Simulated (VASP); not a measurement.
TaF4:

```xyz
5
Lattice="4.2064 0.0000 0.0000 0.0000 4.2064 0.0000 0.0000 0.0000 5.9487" Properties=species:S:1:pos:R:3 pbc="T T T"
Ta    0.0000    0.0000    0.0000
F     2.1032    0.0000    1.4872
F     0.0000    2.1032    4.4616
F     2.1032    0.0000    4.4616
F     0.0000    2.1032    1.4872
```

This cell differs from its parent crystal: atoms taken out.

| Property | Result |
| --- | --- |
| Program | VASP 6.6.1 |
| Task | relaxation of cell and atoms |
| Functional | PBE |
| Potentials or basis | VASP PAW PBE potentials, release 64 (Ta_pv, F) |
| Cutoff | 600 eV |
| k mesh | 4 × 4 × 4 |
| Occupations | gaussian, width 0.1 eV |
| Spin | collinear spin |
| Starting moments | [1.0, 0.0, 0.0, 0.0, 0.0] μB |

At the start: pressure -25.0 GPa; volume 21.05 Å³/atom.

Problem. How do energy, volume and symmetry change on relaxing?

Solution. Over 10 steps the energy falls by 1328.5 meV/atom and the volume is 13.83 Å³/atom (-34.3 %); space group P4/mmm (No. 123, to 0.1 Å) before and after; moment 1.00 μB per cell.

The path:
| step | energy change (eV) | largest force (eV/Å) | pressure (GPa) | volume (Å³) |
| --- | --- | --- | --- | --- |
| 1 | 0.0000 | 3.0544 | -25.03 | 105.26 |
| 2 | -6.5461 | 0.3563 | 3.01 | 62.67 |
| 3 | -6.5611 | 0.0158 | -0.71 | 63.95 |
| 4 | -6.5921 | 0.1976 | 0.88 | 63.48 |
| 5 | -6.5921 | 0.1988 | 0.89 | 63.47 |
| 6 | -6.6026 | 0.1752 | 0.67 | 64.04 |
| 7 | -6.6249 | 0.1067 | 0.10 | 65.73 |
| 8 | -6.6400 | 0.0365 | -0.49 | 69.16 |
| 9 | -6.6329 | 0.0389 | 1.67 | 69.12 |
| 10 | -6.6425 | 0.0119 | 0.22 | 69.15 |

Final structure:
```cif
data_structure
_symmetry_space_group_name_H-M 'P 1'
_symmetry_Int_Tables_number 1
_cell_length_a 3.5548
_cell_length_b 3.5548
_cell_length_c 5.4727
_cell_angle_alpha 90.000
_cell_angle_beta 90.000
_cell_angle_gamma 90.000
_cell_volume 69.15
loop_
_atom_site_label
_atom_site_type_symbol
_atom_site_fract_x
_atom_site_fract_y
_atom_site_fract_z
_atom_site_occupancy
Ta1 Ta 0.00000 0.00000 0.00000 1
F1 F 0.50000 0.00000 0.20753 1
F2 F 0.00000 0.50000 0.79247 1
F3 F 0.50000 0.00000 0.79247 1
F4 F 0.00000 0.50000 0.20753 1
```

Caveat: the k points lie up to 0.44 Å⁻¹ apart in the final cell; the cell differs from its parent crystal (atoms taken out); the volume moved by over 15 % at a fixed basis, so the end points are rough.
